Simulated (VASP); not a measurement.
# FeGe (P6/mmm) in VASP: single point with PBE

Aim: the single point of FeGe with PBE.

Program: VASP 6.6.1. These are calculated values, not measurements. Logs are shortened: lines on timing, memory, paths and dates and some standing lists are left out, and cuts for length are marked.

## (1) The cell of the first run

It takes space group P6/mmm (No. 191, hexagonal). The conventional cell has a = 4.998 Å, b = 4.998 Å, c = 4.116 Å, α = 90.00°, β = 90.00°, γ = 120.00°. Within 3.3 Å of Fe (site symmetry mmm) lie 4 Fe at 2.50 Å and 6 Ge at 2.50 to 2.51 Å. Ge (site symmetry 6/mmm) has 6 Fe at 2.50 Å within 3.3 Å. Within 3.3 Å of Ge (site symmetry -6m2) lie 6 Fe at 2.51 Å and 3 Ge at 2.89 Å.

## (2) Single point, PBE, collinear spin, ferromagnetic start

INCAR reads:

```
SYSTEM = FeGe
ALGO = Normal ; EDIFF = 1E-6
ENCUT = 520 ; GGA = PE
ISIF = 2 ; ISMEAR = 0
ISPIN = 2 ; LASPH = .TRUE.
LCHARG = .FALSE. ; LMAXMIX = 4
LORBIT = 11 ; LREAL = .FALSE.
LWAVE = .FALSE. ; MAGMOM = 4 4 4 0 0 0
NBANDS = 46 ; NELM = 150
PREC = Accurate ; SIGMA = 0.1
```

KPOINTS reads:

```
k-points
0
G
  6 6 4
  0 0 0
```

POSCAR reads:

```
FeGe
1.0
    4.9976024300      0.0000000000      0.0000000000
   -2.4988012100      4.3280506600      0.0000000000
    0.0000000000      0.0000000000      4.1157612800
Fe Ge
3 3
Direct
    0.5000000000      0.0000000000      0.0000000000
    0.5000000000      0.5000000000      0.0000000000
    0.0000000000      0.5000000000      0.0000000000
    0.0000000000      0.0000000000      0.0000000000
    0.3333333300      0.6666666700      0.5000000000
    0.6666666700      0.3333333300      0.5000000000
```

Potentials or basis: VASP PAW PBE potentials, release 64 (Fe, Ge_d).

The run is started by

```sh
$ cat potpaw_PBE.64/Fe/POTCAR potpaw_PBE.64/Ge_d/POTCAR > POTCAR
$ mpirun -np 1 vasp_std > vasp.out
```

OUTCAR:

```text
SYSTEM = FeGe
   EDIFF = 1E-6
   ENCUT = 520
   GGA = PE
   ISIF = 2
   ISMEAR = 0
   ISPIN = 2
   LASPH = .TRUE.
   LORBIT = 11
   LREAL = .FALSE.
   NELM = 150
   PREC = Accurate

 ion  position               nearest neighbor table
   1  0.500  0.000  0.000-   2 2.50   2 2.50   4 2.50   4 2.50   3 2.50   3 2.50   6 2.51   5 2.51
                             6 2.51   5 2.51
   2  0.500  0.500  0.000-   1 2.50   1 2.50   3 2.50   3 2.50   4 2.50   4 2.50   6 2.51   5 2.51
                             6 2.51   5 2.51
   3  0.000  0.500  0.000-   4 2.50   4 2.50   2 2.50   2 2.50   1 2.50   1 2.50   6 2.51   5 2.51
                             6 2.51   5 2.51
   4  0.000  0.000  0.000-   3 2.50   3 2.50   1 2.50   1 2.50   2 2.50   2 2.50
   5  0.333  0.667  0.500-   1 2.51   1 2.51   3 2.51   3 2.51   2 2.51   2 2.51   6 2.89   6 2.89
                             6 2.89
   6  0.667  0.333  0.500-   1 2.51   1 2.51   3 2.51   3 2.51   2 2.51   2 2.51   5 2.89   5 2.89
                             5 2.89

  LATTYP: Found a hexagonal cell.
 ALAT       =     4.9976024300
 C/A-ratio  =     0.8235471584

  Lattice vectors:

 A1 = (   4.9976024300,   0.0000000000,   0.0000000000)
 A2 = (  -2.4988012100,   4.3280506600,   0.0000000000)
 A3 = (   0.0000000000,   0.0000000000,   4.1157612800)

Analysis of symmetry for initial positions (statically):
=====================================================================
 Subroutine PRICEL returns:
 Original cell was already a primitive cell.

 Routine SETGRP: Setting up the symmetry group for a
 hexagonal supercell.

 Subroutine GETGRP returns: Found 24 space group operations
 (whereof 24 operations were pure point group operations)
 out of a pool of 24 trial point group operations.

The static configuration has the point symmetry D_6h.

Analysis of symmetry for dynamics (positions and initial velocities):
=====================================================================
 Subroutine PRICEL returns:
 Original cell was already a primitive cell.

 Routine SETGRP: Setting up the symmetry group for a
 hexagonal supercell.

 Subroutine GETGRP returns: Found 24 space group operations
 (whereof 24 operations were pure point group operations)
 out of a pool of 24 trial point group operations.

The dynamic configuration has the point symmetry D_6h.

Analysis of structural, dynamic, and magnetic symmetry:
=====================================================================
 Subroutine PRICEL returns:
 Original cell was already a primitive cell.

 Routine SETGRP: Setting up the symmetry group for a
 hexagonal supercell.

 Subroutine GETGRP returns: Found 24 space group operations
 (whereof 24 operations were pure point group operations)
 out of a pool of 24 trial point group operations.

The overall configuration has the point symmetry D_6h.

 Subroutine INISYM returns: Found 24 space group operations
 (whereof 24 operations are pure point group operations),
 and found     1 'primitive' translations

----------------------------------------------------------------------------------------

                                     Primitive cell

  volume of cell :      89.0234

  direct lattice vectors                    reciprocal lattice vectors
     4.997602430  0.000000000  0.000000000     0.200095949  0.115525450  0.000000000
    -2.498801210  4.328050660  0.000000000     0.000000000  0.231050900  0.000000000
     0.000000000  0.000000000  4.115761280     0.000000000  0.000000000  0.242968416

  length of vectors
     4.997602430  4.997602425  4.115761280     0.231050900  0.231050900  0.242968416

  position of ions in fractional coordinates (direct lattice)
     0.500000000  0.000000000  0.000000000
     0.500000000  0.500000000  0.000000000
     0.000000000  0.500000000  0.000000000
     0.000000000  0.000000000  0.000000000
     0.333333330  0.666666670  0.500000000
     0.666666670  0.333333330  0.500000000

  ion indices of the primitive-cell ions
   primitive index   ion index
                 1           1
                 2           2
                 3           3
                 4           4
                 5           5
                 6           6

----------------------------------------------------------------------------------------

 KPOINTS: k-points

Automatic generation of k-mesh.
 Grid dimensions read from file:
 generate k-points for:    6    6    4

 Generating k-lattice:

  Cartesian coordinates                     Fractional coordinates (reciprocal lattice)
     0.033349325  0.019254242  0.000000000     0.166666667  0.000000000  0.000000000
     0.000000000  0.038508483  0.000000000     0.000000000  0.166666667  0.000000000
     0.000000000  0.000000000  0.060742104     0.000000000  0.000000000  0.250000000

  Length of vectors
     0.038508483  0.038508483  0.060742104

  Shift w.r.t. Gamma in fractional coordinates (k-lattice)
     0.000000000  0.000000000  0.000000000

 Subroutine IBZKPT returns following result:
 ===========================================

 Found     21 irreducible k-points:

 Following reciprocal coordinates:
            Coordinates               Weight
  0.000000  0.000000  0.000000      1.000000
  0.166667 -0.000000  0.000000      6.000000
  0.333333 -0.000000  0.000000      6.000000
  0.500000  0.000000  0.000000      3.000000
  0.166667  0.166667  0.000000      6.000000
  0.333333  0.166667  0.000000     12.000000
[... 13 lines left out ...]
  0.333333  0.166667  0.500000     12.000000
  0.333333  0.333333  0.500000      2.000000
   k-points           NKPTS =     21   k-points in BZ     NKDIM =     21   number of bands    NBANDS=     46
   number of dos      NEDOS =    301   number of ions     NIONS =      6
   total plane-waves  NPLWV =  51200
   dimension x,y,z NGX =    40 NGY =   40 NGZ =   32
   dimension x,y,z NGXF=    80 NGYF=   80 NGZF=   64
   ions per type =               3   3
   NGX,Y,Z   is equivalent  to a cutoff of  13.31, 13.31, 12.93 a.u.
   NGXF,Y,Z  is equivalent  to a cutoff of  26.61, 26.61, 25.85 a.u.
 SYSTEM =  FeGe
   PREC   = accura    normal or accurate (medium, high low for compatibility)
   ISTART =      0    job   : 0-new  1-cont  2-samecut
   ICHARG =      2    charge: 1-file 2-atom 10-const
   ISPIN  =      2    spin polarized calculation?
   LNONCOLLINEAR =      F non collinear calculations
   LSORBIT =      F    spin-orbit coupling
   LASPH  =      T    aspherical Exc in radial PAW
   ENCUT  =  520.0 eV  38.22 Ry    6.18 a.u.   9.29  9.29  7.65*2*pi/ulx,y,z
   NELM   =    150;   NELMIN=  2; NELMDL= -5     # of ELM steps
   EDIFF  = 0.1E-05   stopping-criterion for ELM
   LREAL  =      F    real-space projection
   EDIFFG = 0.1E-04   stopping-criterion for IOM
   NSW    =      0    number of steps for IOM
   IBRION =     -1    ionic relax: 0-MD 1-quasi-New 2-CG
   NFREE  =      0    steps in history (QN), initial steepest desc. (CG)
   ISIF   =      2    stress and relaxation
   ISYM   =      2    0-nonsym 1-usesym 2-fastsym
   POTIM  = 0.5000    time-step for ionic-motion
   TEBEG  =    0.0;   TEEND  =   0.0 temperature during run
   PSTRESS=    0.0 pullay stress
   NELECT =      66.0000    total number of electrons
   NUPDOWN=      -1.0000    fix difference up-down
   EMIN   =  10.00;   EMAX   =-10.00  energy-range for DOS
   EFERMI =   0.00;   METHOD = LEGACY
   ISMEAR =     0;   SIGMA  =   0.10  broadening in eV -4-tet -1-fermi 0-gaus
   EFERMI_NEDOS =   21; number of points for ismear=-14 and -15
   IALGO  =     38    algorithm
   IMIX   =      4    mixing-type and parameters
     AMIX     =   0.40;   BMIX     =  1.00
     AMIX_MAG =   1.60;   BMIX_MAG =  1.00
  volume/ion in A,a.u.               =      14.84       100.13
  Fermi-wavevector in a.u.,A,eV,Ry     =   1.481681  2.799971 29.869943  2.195379
  Thomas-Fermi vector in A             =   2.595561
   LORBIT       =     11    0 simple, 1 ext, 2 COOP (PROOUT), +10 PAW based schemes
   GGA     = PE    functional components
   LHFCALC =     F    Hartree Fock is set to
   AEXX    =    0.0000 exact exchange contribution
   IVDW    =     0    specifies the selected vdW correction
   LEPSILON=     F    determine dielectric tensor
   LRPA    =     F    only Hartree local field effects (RPA)
 spin polarized calculation
 Gauss-broadening in eV      SIGMA  =   0.10
  energy-cutoff  :      520.00
  volume of cell :       89.02
 maximum number of plane-waves:      2439
 NGX is ok and might be reduce to    40
   NGX = 19   NGY = 19   NGZ = 15

 number of electron      66.0000000 magnetization      12.0000000

 number of electron      65.9999997 magnetization       4.3445010

 Free energy of the ion-electron system (eV)
  ---------------------------------------------------
  ext. energy  EPLUGINS =         0.00000000
  ---------------------------------------------------
  free energy    TOTEN  =       -38.97305129 eV

  energy without entropy =      -38.94291566  energy(sigma->0) =      -38.95798348

 E-fermi :   6.7511     XC(G=0): -11.9285

 val. band max:        6.7396042514   @ k =   0.1667   0.1667   0.2500
 cond. band min:       6.7607580840   @ k =   0.3333   0.3333   0.2500
 fundamental gap:      0.0211538326
 Fermi energy:         6.7511390782

 spin component 1

 k-point     1 :       0.0000    0.0000    0.0000
  band No.  band energies     occupation
      1     -18.2176      1.00000
      2     -18.1449      1.00000
      3     -18.1449      1.00000
      4     -18.1100      1.00000
      5     -18.1100      1.00000
      6     -18.0683      1.00000
[... 37 lines left out ...]
     44      12.6537      0.00000
     45      13.6128      0.00000

 k-point     2 :       0.1667   -0.0000    0.0000
  band No.  band energies     occupation
      1     -18.2168      1.00000
      2     -18.1450      1.00000
      3     -18.1446      1.00000
      4     -18.1168      1.00000
      5     -18.1132      1.00000
      6     -18.0692      1.00000
[... 904 lines left out ...]
 k-point    21 :       0.3333    0.3333    0.5000
  band No.  band energies     occupation
      1     -18.2111      1.00000
      2     -18.1448      1.00000
      3     -18.1448      1.00000
      4     -18.1404      1.00000
      5     -18.0952      1.00000
      6     -18.0952      1.00000
[... 37 lines left out ...]
     44      16.4467      0.00000
     45      16.4467      0.00000
 Fermi energy:         6.7511390782

 spin component 2

 k-point     1 :       0.0000    0.0000    0.0000
  band No.  band energies     occupation
      1     -18.2209      1.00000
      2     -18.1563      1.00000
      3     -18.1563      1.00000
      4     -18.1175      1.00000
      5     -18.1175      1.00000
      6     -18.0757      1.00000
[... 37 lines left out ...]
     44      13.4881      0.00000
     45      13.7747      0.00000

 k-point     2 :       0.1667   -0.0000    0.0000
  band No.  band energies     occupation
      1     -18.2202      1.00000
      2     -18.1564      1.00000
      3     -18.1560      1.00000
      4     -18.1242      1.00000
      5     -18.1207      1.00000
      6     -18.0771      1.00000
[... 904 lines left out ...]
 k-point    21 :       0.3333    0.3333    0.5000
  band No.  band energies     occupation
      1     -18.2146      1.00000
      2     -18.1562      1.00000
      3     -18.1562      1.00000
      4     -18.1481      1.00000
      5     -18.1031      1.00000
      6     -18.1031      1.00000
[... 37 lines left out ...]
     44      16.4589      0.00000
     45      16.6831      0.00000
 [bands above 45 left out]

------------------------ aborting loop because EDIFF is reached ----------------------------------------

  FORCE on cell =-STRESS in cart. coord.  units (eV):
  Direction    XX          YY          ZZ          XY          YZ          ZX
  --------------------------------------------------------------------------------------
  -------------------------------------------------------------------------------------
  Total       -1.9623344     -1.9623344     -2.1465123     -0.0000000     -0.0000000      0.0000000
  in kB      -35.3166403    -35.3166403    -38.6313374     -0.0000000     -0.0000000      0.0000000
  external PRESSURE =     -36.4215393 kB  Pullay stress =       0.0000000 kB

 VOLUME and BASIS-vectors are now :
 -----------------------------------------------------------------------------
  energy-cutoff  :      520.00
  volume of cell :       89.02
      direct lattice vectors                 reciprocal lattice vectors
     4.997602430  0.000000000  0.000000000     0.200095949  0.115525450  0.000000000
    -2.498801210  4.328050660  0.000000000     0.000000000  0.231050900  0.000000000
     0.000000000  0.000000000  4.115761280     0.000000000  0.000000000  0.242968416

 POSITION                                       TOTAL-FORCE (eV/Angst)
 -----------------------------------------------------------------------------------
      2.49880      0.00000      0.00000         0.000000      0.000000      0.000000
      1.24940      2.16403      0.00000         0.000000      0.000000      0.000000
     -1.24940      2.16403      0.00000         0.000000      0.000000      0.000000
      0.00000      0.00000      0.00000         0.000000      0.000000      0.000000
     -0.00000      2.88537      2.05788         0.000000      0.000000      0.000000
      2.49880      1.44268      2.05788        -0.000000      0.000000     -0.000000
 -----------------------------------------------------------------------------------
    total drift:                                0.000000     -0.000000     -0.000000

  FREE ENERGIE OF THE ION-ELECTRON SYSTEM (eV)
  ---------------------------------------------------
  free  energy   TOTEN  =       -38.9730512935 eV

  energy  without entropy=      -38.9429156647  energy(sigma->0) =      -38.95798348

 total charge

# of ion       s       p       d       tot
------------------------------------------
    1        0.427   0.543   6.390   7.360
    2        0.427   0.543   6.390   7.360
    3        0.427   0.543   6.390   7.360
    4        1.151   1.124  10.051  12.325
    5        1.126   1.160  10.072  12.358
    6        1.126   1.160  10.072  12.358
--------------------------------------------------
tot          4.686   5.073  49.365  59.123

 magnetization (x)

# of ion       s       p       d       tot
------------------------------------------
    1        0.005   0.001   1.520   1.526
    2        0.005   0.001   1.520   1.526
    3        0.005   0.001   1.520   1.526
    4        0.001  -0.089   0.006  -0.082
    5       -0.004  -0.054  -0.000  -0.059
    6       -0.004  -0.054  -0.000  -0.059
--------------------------------------------------
tot          0.009  -0.195   4.565   4.379
```

It took 4.9 min on 1 thread of Oxide Virtual Turin-like, shared host; peak memory 0.28 GiB.

Results:

- Free energy: -38.9731 eV
- Pressure: -3.6 GPa
- Net moment: 4.34 μB per cell
- Site moments: Fe +1.53; Ge -0.08, -0.06 μB
- Valence electrons inside the program's atomic spheres: Fe 7.36; Ge 12.32, 12.36

Stress tensor (GPa, compression positive):
```
-3.53  0.00  0.00
 0.00 -3.53  0.00
 0.00  0.00 -3.86
```

Levels at points of the mesh, in eV from the Fermi level:
Spin up:
```
           k point  band 31  band 32  band 33  band 34  band 35  band 36  band 37  band 38  band 39  band 40
(0.00, 0.00, 0.00)    -1.58    -1.34    -1.34    -1.32    -0.31     0.15     1.16     1.16     2.71     3.03
(0.50, 0.00, 0.00)    -1.82    -1.38    -1.33     0.37     0.39     0.86     1.32     1.63     2.87     3.46
(0.00, 0.00, 0.50)    -1.70    -1.45    -1.45    -1.40    -1.40    -1.36    -0.42    -0.26     0.15     0.69
(0.50, 0.00, 0.50)    -1.78    -1.64    -1.38    -1.37    -1.24    -1.10    -0.07     0.98     3.11     4.22
```
Spin down:
| k point | band 29 | band 30 | band 31 | band 32 | band 33 | band 34 |
| --- | --- | --- | --- | --- | --- | --- |
| (0.00, 0.00, 0.00) | -1.42 | 0.27 | 0.27 | 0.37 | 0.55 | 0.55 |
| (0.50, 0.00, 0.00) | -0.78 | -0.38 | -0.32 | 0.19 | 0.51 | 1.36 |
| (0.00, 0.00, 0.50) | -1.84 | -0.57 | -0.57 | -0.43 | 0.32 | 0.32 |
| (0.50, 0.00, 0.50) | -0.93 | -0.91 | -0.59 | -0.38 | 0.02 | 0.21 |

Caveat: the k points lie up to 0.38 Å⁻¹ apart.
